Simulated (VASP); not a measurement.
# Mn (P6_3/mmc) in VASP: single point with PBE

Aim: the single point of Mn with PBE.

All numbers are computed with VASP 6.6.1; they aren't measurements. Logs are shortened: lines on timing, memory, paths and dates and some standing lists are left out, and cuts for length are marked.

## (1) The cell of the first run

Symmetry: P6_3/mmc, No. 194, hexagonal system. The conventional cell has a = 3.720 Å, b = 3.720 Å, c = 4.312 Å, α = 90.00°, β = 90.00°, γ = 120.00°. Within 2.8 Å of Mn (site symmetry -6m2) lie 5 Mn at 2.15 to 2.16 Å. Within 2.8 Å of Mn (site symmetry -6m2) lie 3 Mn at 2.15 Å.

This isn't the form of Mn at room conditions, which is a 58-atom cubic cell.

## (2) Single point, PBE

Input file INCAR:

```
SYSTEM = Mn
PREC = Accurate
ENCUT = 680
EDIFF = 1E-6
ISMEAR = 0
SIGMA = 0.1
LREAL = .FALSE.
LASPH = .TRUE.
NELM = 120
ALGO = Normal
ISIF = 2
LWAVE = .FALSE.
LCHARG = .TRUE.
GGA = PE
LELF = .TRUE.
LVHAR = .TRUE.
NBANDS = 38
GGA_COMPAT = .FALSE.
```

Input file KPOINTS:

```
regular mesh
0
G
  6 6 4
  0 0 0
```

Input file POSCAR:

```
Mn
1.0
    3.7200960862      0.0000000000      0.0000000000
   -1.8600480431      3.2216977151      0.0000000000
    0.0000000000      0.0000000000      4.3123258494
Mn
4
Direct
    0.0000000000      0.0000000000      0.2500000000
    0.0000000000      0.0000000000      0.7500000000
    0.3333333333      0.6666666667      0.7500000000
    0.6666666667      0.3333333333      0.2500000000
```

Potentials or basis: VASP PAW PBE potentials, release 64 (Mn_sv).

Command:

```
$ cat potpaw_PBE.64/Mn_sv/POTCAR > POTCAR
$ mpirun -np 1 vasp_std > vasp.out
```

OUTCAR:

```text
SYSTEM = Mn
   PREC = Accurate
   ENCUT = 680
   EDIFF = 1E-6
   ISMEAR = 0
   LREAL = .FALSE.
   LASPH = .TRUE.
   NELM = 120
   ISIF = 2
   GGA = PE

 ion  position               nearest neighbor table
   1  0.000  0.000  0.250-   4 2.15   4 2.15   4 2.15   2 2.16   2 2.16
   2  0.000  0.000  0.750-   3 2.15   3 2.15   3 2.15   1 2.16   1 2.16
   3  0.333  0.667  0.750-   2 2.15   2 2.15   2 2.15
   4  0.667  0.333  0.250-   1 2.15   1 2.15   1 2.15

  LATTYP: Found a hexagonal cell.
 ALAT       =     3.7200960862
 C/A-ratio  =     1.1591974372

  Lattice vectors:

 A1 = (   3.7200960862,   0.0000000000,   0.0000000000)
 A2 = (  -1.8600480431,   3.2216977151,   0.0000000000)
 A3 = (   0.0000000000,   0.0000000000,   4.3123258494)

Analysis of symmetry for initial positions (statically):
=====================================================================
 Subroutine PRICEL returns:
 Original cell was already a primitive cell.

 Routine SETGRP: Setting up the symmetry group for a
 hexagonal supercell.

 Subroutine GETGRP returns: Found 24 space group operations
 (whereof 12 operations were pure point group operations)
 out of a pool of 24 trial point group operations.

The static configuration has the point symmetry D_3d.
 The point group associated with its full space group is D_6h.

Analysis of symmetry for dynamics (positions and initial velocities):
=====================================================================
 Subroutine PRICEL returns:
 Original cell was already a primitive cell.

 Routine SETGRP: Setting up the symmetry group for a
 hexagonal supercell.

 Subroutine GETGRP returns: Found 24 space group operations
 (whereof 12 operations were pure point group operations)
 out of a pool of 24 trial point group operations.

The dynamic configuration has the point symmetry D_3d.
 The point group associated with its full space group is D_6h.

 Subroutine INISYM returns: Found 24 space group operations
 (whereof 12 operations are pure point group operations),
 and found     1 'primitive' translations

----------------------------------------------------------------------------------------

                                     Primitive cell

  volume of cell :      51.6833

  direct lattice vectors                    reciprocal lattice vectors
     3.720096086  0.000000000  0.000000000     0.268810261  0.155197677  0.000000000
    -1.860048043  3.221697715  0.000000000     0.000000000  0.310395353  0.000000000
     0.000000000  0.000000000  4.312325849     0.000000000  0.000000000  0.231893422

  length of vectors
     3.720096086  3.720096086  4.312325849     0.310395353  0.310395353  0.231893422

  position of ions in fractional coordinates (direct lattice)
     0.000000000  0.000000000  0.250000000
     0.000000000  0.000000000  0.750000000
     0.333333333  0.666666667  0.750000000
     0.666666667  0.333333333  0.250000000

  ion indices of the primitive-cell ions
   primitive index   ion index
                 1           1
                 2           2
                 3           3
                 4           4

----------------------------------------------------------------------------------------

 KPOINTS: regular mesh

Automatic generation of k-mesh.
 Grid dimensions read from file:
 generate k-points for:    6    6    4

 Generating k-lattice:

  Cartesian coordinates                     Fractional coordinates (reciprocal lattice)
     0.044801710  0.025866279  0.000000000     0.166666667  0.000000000  0.000000000
     0.000000000  0.051732559  0.000000000     0.000000000  0.166666667  0.000000000
     0.000000000  0.000000000  0.057973356     0.000000000  0.000000000  0.250000000

  Length of vectors
     0.051732559  0.051732559  0.057973356

  Shift w.r.t. Gamma in fractional coordinates (k-lattice)
     0.000000000  0.000000000  0.000000000

 Subroutine IBZKPT returns following result:
 ===========================================

 Found     21 irreducible k-points:

 Following reciprocal coordinates:
            Coordinates               Weight
  0.000000  0.000000  0.000000      1.000000
  0.166667  0.000000  0.000000      6.000000
  0.333333  0.000000  0.000000      6.000000
  0.500000  0.000000  0.000000      3.000000
  0.166667  0.166667  0.000000      6.000000
  0.333333  0.166667  0.000000     12.000000
[... 13 lines left out ...]
  0.333333  0.166667  0.500000     12.000000
  0.333333  0.333333  0.500000      2.000000
   k-points           NKPTS =     21   k-points in BZ     NKDIM =     21   number of bands    NBANDS=     38
   number of dos      NEDOS =    301   number of ions     NIONS =      4
   total plane-waves  NPLWV =  40960
   dimension x,y,z NGX =    32 NGY =   32 NGZ =   40
   dimension x,y,z NGXF=    64 NGYF=   64 NGZF=   80
   ions per type =               4
   NGX,Y,Z   is equivalent  to a cutoff of  14.30, 14.30, 15.42 a.u.
   NGXF,Y,Z  is equivalent  to a cutoff of  28.60, 28.60, 30.84 a.u.
 SYSTEM =  Mn
   PREC   = accura    normal or accurate (medium, high low for compatibility)
   ISTART =      0    job   : 0-new  1-cont  2-samecut
   ICHARG =      2    charge: 1-file 2-atom 10-const
   ISPIN  =      1    spin polarized calculation?
   LNONCOLLINEAR =      F non collinear calculations
   LSORBIT =      F    spin-orbit coupling
   LASPH  =      T    aspherical Exc in radial PAW
   ENCUT  =  680.0 eV  49.98 Ry    7.07 a.u.   7.91  7.91  9.17*2*pi/ulx,y,z
   NELM   =    120;   NELMIN=  2; NELMDL= -5     # of ELM steps
   EDIFF  = 0.1E-05   stopping-criterion for ELM
   LREAL  =      F    real-space projection
   EDIFFG = 0.1E-04   stopping-criterion for IOM
   NSW    =      0    number of steps for IOM
   IBRION =     -1    ionic relax: 0-MD 1-quasi-New 2-CG
   NFREE  =      0    steps in history (QN), initial steepest desc. (CG)
   ISIF   =      2    stress and relaxation
   ISYM   =      2    0-nonsym 1-usesym 2-fastsym
   POTIM  = 0.5000    time-step for ionic-motion
   TEBEG  =    0.0;   TEEND  =   0.0 temperature during run
   PSTRESS=    0.0 pullay stress
   NELECT =      60.0000    total number of electrons
   NUPDOWN=      -1.0000    fix difference up-down
   EMIN   =  10.00;   EMAX   =-10.00  energy-range for DOS
   EFERMI =   0.00;   METHOD = LEGACY
   ISMEAR =     0;   SIGMA  =   0.10  broadening in eV -4-tet -1-fermi 0-gaus
   EFERMI_NEDOS =   21; number of points for ismear=-14 and -15
   IALGO  =     38    algorithm
   IMIX   =      4    mixing-type and parameters
     AMIX     =   0.40;   BMIX     =  1.00
     AMIX_MAG =   1.60;   BMIX_MAG =  1.00
  volume/ion in A,a.u.               =      12.92        87.19
  Fermi-wavevector in a.u.,A,eV,Ry     =   1.720581  3.251426 40.278665  2.960398
  Thomas-Fermi vector in A             =   2.796993
   LORBIT       =      0    0 simple, 1 ext, 2 COOP (PROOUT), +10 PAW based schemes
   GGA     = PE    functional components
   LHFCALC =     F    Hartree Fock is set to
   AEXX    =    0.0000 exact exchange contribution
   IVDW    =     0    specifies the selected vdW correction
   LEPSILON=     F    determine dielectric tensor
   LRPA    =     F    only Hartree local field effects (RPA)
 non-spin polarized calculation
 Gauss-broadening in eV      SIGMA  =   0.10
  energy-cutoff  :      680.00
  volume of cell :       51.68
 maximum number of plane-waves:      2118
 NGX is ok and might be reduce to    32
   NGX = 15   NGY = 15   NGZ = 19

 number of electron      59.9999972 magnetization

 Free energy of the ion-electron system (eV)
  ---------------------------------------------------
  ext. energy  EPLUGINS =         0.00000000
  ---------------------------------------------------
  free energy    TOTEN  =       -32.92595855 eV

  energy without entropy =      -32.89715391  energy(sigma->0) =      -32.91155623

 E-fermi :  11.3082     XC(G=0): -12.8076

 val. band max:       11.3005461763   @ k =   0.1667   0.1667   0.5000
 cond. band min:      11.3151174053   @ k =   0.0000   0.0000   0.0000
 fundamental gap:      0.0145712290
 Fermi energy:        11.3081736216

 k-point     1 :       0.0000    0.0000    0.0000
  band No.  band energies     occupation
      1     -68.3760      2.00000
      2     -68.1944      2.00000
      3     -67.8967      2.00000
      4     -67.8281      2.00000
      5     -37.7730      2.00000
      6     -37.3584      2.00000
[... 30 lines left out ...]
     37      12.5025      0.00000
     38      13.2457      0.00000

 k-point     2 :       0.1667    0.0000    0.0000
  band No.  band energies     occupation
      1     -68.3590      2.00000
      2     -68.1741      2.00000
      3     -67.9140      2.00000
      4     -67.8499      2.00000
      5     -37.7674      2.00000
      6     -37.3842      2.00000
[... 30 lines left out ...]
     37      13.3275      0.00000
     38      13.5735      0.00000

 k-point     3 :       0.3333    0.0000    0.0000
  band No.  band energies     occupation
      1     -68.3200      2.00000
      2     -68.1222      2.00000
      3     -67.9526      2.00000
      4     -67.9054      2.00000
      5     -37.7561      2.00000
      6     -37.4308      2.00000
[... 30 lines left out ...]
     37      13.5244      0.00000
     38      14.6284      0.00000

 k-point     4 :       0.5000    0.0000    0.0000
  band No.  band energies     occupation
      1     -68.2970      2.00000
      2     -68.0826      2.00000
      3     -67.9721      2.00000
      4     -67.9502      2.00000
      5     -37.7503      2.00000
      6     -37.4522      2.00000
[... 30 lines left out ...]
     37      13.5207      0.00000
     38      14.1210      0.00000
[... 580 lines left out ...]
      4     -67.9230      2.00000
      5     -37.3613      2.00000
      6     -37.3613      2.00000
[... 30 lines left out ...]
     37      12.4149      0.00000
     38      12.4149      0.00000

 k-point    20 :       0.3333    0.1667    0.5000
  band No.  band energies     occupation
      1     -68.1846      2.00000
      2     -68.1846      2.00000
      3     -67.9675      2.00000
      4     -67.9675      2.00000
      5     -37.4004      2.00000
      6     -37.4004      2.00000
[... 30 lines left out ...]
     37      13.0566      0.00000
     38      13.0566      0.00000

 k-point    21 :       0.3333    0.3333    0.5000
  band No.  band energies     occupation
      1     -68.1656      2.00000
      2     -68.1656      2.00000
      3     -67.9870      2.00000
      4     -67.9870      2.00000
      5     -37.4255      2.00000
      6     -37.4255      2.00000
[... 30 lines left out ...]
     37      13.7046      0.00000
     38      13.7099      0.00000

------------------------ aborting loop because EDIFF is reached ----------------------------------------

  FORCE on cell =-STRESS in cart. coord.  units (eV):
  Direction    XX          YY          ZZ          XY          YZ          ZX
  --------------------------------------------------------------------------------------
  -------------------------------------------------------------------------------------
  Total       -0.4280088     -0.4280088     -0.4296855      0.0000000     -0.0000000      0.0000000
  in kB      -13.2682240    -13.2682240    -13.3202015      0.0000000     -0.0000000      0.0000000
  external PRESSURE =     -13.2855498 kB  Pullay stress =       0.0000000 kB

 VOLUME and BASIS-vectors are now :
 -----------------------------------------------------------------------------
  energy-cutoff  :      680.00
  volume of cell :       51.68
      direct lattice vectors                 reciprocal lattice vectors
     3.720096086  0.000000000  0.000000000     0.268810261  0.155197677  0.000000000
    -1.860048043  3.221697715  0.000000000     0.000000000  0.310395353  0.000000000
     0.000000000  0.000000000  4.312325849     0.000000000  0.000000000  0.231893422

 POSITION                                       TOTAL-FORCE (eV/Angst)
 -----------------------------------------------------------------------------------
      0.00000      0.00000      1.07808         0.000000      0.000000     -0.000000
      0.00000      0.00000      3.23424         0.000000      0.000000      0.000000
     -0.00000      2.14780      3.23424        -0.000000      0.000000      0.000000
      1.86005      1.07390      1.07808        -0.000000     -0.000000     -0.000000
 -----------------------------------------------------------------------------------
    total drift:                               -0.000000      0.000000     -0.000000

  FREE ENERGIE OF THE ION-ELECTRON SYSTEM (eV)
  ---------------------------------------------------
  free  energy   TOTEN  =       -32.9259585470 eV

  energy  without entropy=      -32.8971539092  energy(sigma->0) =      -32.91155623
```

It took 70 s on 1 thread of AMD EPYC 7R13 (Zen 3), shared host; peak memory 0.18 GiB.

What came out:

```
Free energy            : -32.9260 eV
Pressure               : -1.3 GPa
Band gap on the k mesh : zero (bands 30 and 31 overlap by 0.99 eV)
```

Caveat: the k points lie up to 0.36 Å⁻¹ apart, too coarse for converged energies and pressures of a metal; the run has no spin polarisation, though such a crystal can be magnetic. Spin polarisation is off, so any magnetic state and its effect on volume and gap are missing.
